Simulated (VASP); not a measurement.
Sc3Te2:

```
CELL_PARAMETERS angstrom
4.79497 0.00000 0.00000
-2.39749 4.15257 0.00000
0.00000 0.00000 5.88806
ATOMIC_POSITIONS crystal
Sc 0.00000 0.00000 0.74540
Sc 0.00000 0.00000 0.25460
Sc 0.66667 0.33333 0.00000
Te 0.66667 0.33333 0.50000
Te 0.33333 0.66667 0.00000
```

* Program: VASP 6.6.1
* Task: relaxation of cell and atoms
* Functional: PBE
* Potentials or basis: VASP PAW PBE potentials, release 64 (Sc_sv, Te)
* Cutoff: 600 eV
* k mesh: 6 × 6 × 4
* Occupations: gaussian, width 0.1 eV
* Spin: no spin polarisation

At the start: pressure 5.3 GPa; volume 23.45 Å³/atom.

**Question.** Where does the relaxation end?

**Answer.** Over 5 steps the energy falls by 48.8 meV/atom and the volume is 25.52 Å³/atom (+8.8 %); space group P-6m2 (No. 187, to 0.05 Å).

The path:
```csv
step,energy change (eV),largest force (eV/Å),pressure (GPa),volume (Å³)
1,0.0000,0.7000,5.32,117.24
2,-0.1743,0.6159,-1.68,130.95
3,-0.1853,0.6303,-0.50,128.00
4,-0.2215,0.4117,-0.30,127.85
5,-0.2438,0.0374,0.15,127.59
```

Final structure:
```xyz
5
Lattice="4.9680 0.0000 0.0000 -2.4840 4.3024 0.0000 0.0000 0.0000 5.9694" Properties=species:S:1:pos:R:3 pbc="T T T"
Sc    0.0000    0.0000    4.5601
Sc    0.0000    0.0000    1.4092
Sc    2.4840    1.4341    0.0000
Te    2.4840    1.4341    2.9847
Te    0.0000    2.8683    0.0000
```
